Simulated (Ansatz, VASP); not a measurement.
# One calculation of SiSb, two programs

```xyz
2
Lattice="0.0000 3.9032 0.0000 3.9032 0.0000 0.0000 1.9516 1.9516 -3.0637" Properties=species:S:1:pos:R:3 pbc="T T T"
Sb    1.9516    1.9516   -0.5270
Si    0.0000    0.0000    0.0000
```

Alike in both runs: task single point; functional r2SCAN; k mesh 6 × 6 × 6; no spin polarisation.

|  | VASP | Ansatz |
| --- | --- | --- |
| version | VASP 6.6.1 | Ansatz 0.2.0 |
| potentials or method | VASP PAW PBE potentials, release 64 (Sb, Si), cutoff 550 eV | PAW plane waves |
| occupations | fermi-dirac, width 0.1 eV | fermi-dirac |
| valence electrons in the cell | 9 | 19 |

```tsv
	VASP	Ansatz	Ansatz less VASP
gap on the k mesh at the Fermi level (eV)	none	none	-
pressure (GPa)	0.9	0.7	-0.19
traceless stress, the component that is largest in VASP (GPa)	5.60	5.48	-0.118
rms of the force components (eV/Å)	0.383	0.362	-0.0206
```

VASP's potentials were made for PBE, not for r2SCAN. Atom by atom the forces differ by 0.021 eV/Å (rms over components). A gap of «none» marks a metal or a gap that the smearing closes. VASP's potentials hold 9 valence electrons a cell and Ansatz's 19, so a difference there can come from the potentials and not from the codes. Ansatz's warnings: force scf threshold loose, stress scf threshold loose.

Spin-orbit coupling is off throughout.
